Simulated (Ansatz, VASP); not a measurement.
# One calculation of MoH6, two programs

INCAR

```
SYSTEM = MoH6
PREC = Accurate
ENCUT = 500
EDIFF = 1E-7
ISMEAR = 0
SIGMA = 0.15
LREAL = .FALSE.
LASPH = .TRUE.
NELM = 120
ALGO = Normal
ISIF = 3
LWAVE = .FALSE.
LCHARG = .FALSE.
GGA = PE
IBRION = 2
NSW = 36
EDIFFG = -0.08
GGA_COMPAT = .FALSE.
NELMIN = 4
```

The input KPOINTS:

```
Automatic mesh
0
G
  3 3 3
  0 0 0
```

The input POSCAR:

```
MoH6
1.0
    0.0000000000      3.2141875000      3.2141875000
    3.2141875000      0.0000000000      3.2141875000
    3.2141875000      3.2141875000      0.0000000000
H Mo
6 1
Direct
    0.7890084100      0.2109915900      0.2109915900
    0.2109915900      0.7890084100      0.7890084100
    0.2109915900      0.7890084100      0.2109915900
    0.7890084100      0.2109915900      0.7890084100
    0.2109915900      0.2109915900      0.7890084100
    0.7890084100      0.7890084100      0.2109915900
    0.2500000000      0.2500000000      0.2500000000
```

Input for Ansatz:

```yaml
crystal:
  lattice:
    - [0.0, 3.2141875, 3.2141875]
    - [3.2141875, 0.0, 3.2141875]
    - [3.2141875, 3.2141875, 0.0]
  atoms:
    - { symbol: H, position: [0.78900841, 0.21099159, 0.21099159] }
    - { symbol: H, position: [0.21099159, 0.78900841, 0.78900841] }
    - { symbol: H, position: [0.21099159, 0.78900841, 0.21099159] }
    - { symbol: H, position: [0.78900841, 0.21099159, 0.78900841] }
    - { symbol: H, position: [0.21099159, 0.21099159, 0.78900841] }
    - { symbol: H, position: [0.78900841, 0.78900841, 0.21099159] }
    - { symbol: Mo, position: [0.25, 0.25, 0.25] }
basis:
  ecutwfc: 420
kpoints:
  mp_grid: { grid: [3, 3, 3] }
hamiltonian:
  xc: pbe
scf:
  occupations: { method: gaussian, width: 0.15 }
  lower_state_search: "off"
output:
  forces: true
  stress: true
  eigenvalues: true
relax:
  adjacent_minimum: "off"
  f_tol: 0.08
  max_steps: 16
  cell: { stress_tol: 0.8 }
```

Alike in both runs: task relaxation of cell and atoms; functional PBE; k mesh 3 × 3 × 3; occupations gaussian, width 0.15 eV; no spin polarisation.

|  | VASP | Ansatz |
| --- | --- | --- |
| version | VASP 6.6.1 | Ansatz 0.2.0 |
| potentials or method | VASP PAW PBE potentials, release 64 (H, Mo_sv), cutoff 500 eV | scalar-relativistic, plane waves, PAW |
| valence electrons in the cell | 20 | 20 |

|  | VASP | Ansatz | Ansatz less VASP |
| --- | --- | --- | --- |
| gap on the k mesh at the Fermi level, each at its own relaxed structure (eV) | 2.15 | 2.18 | +0.028 |
| relaxed volume (Å³/atom) | 5.29 | 5.24 | -0.051 |
| relaxed cell length with the largest relative difference (Å) | 3.742 | 3.730 | -0.0121 |

The k mesh is coarse, so the values compare programs but aren't converged. Noted on VASP's run: the volume moved by over 15 % at a fixed basis, so the end points are rough.
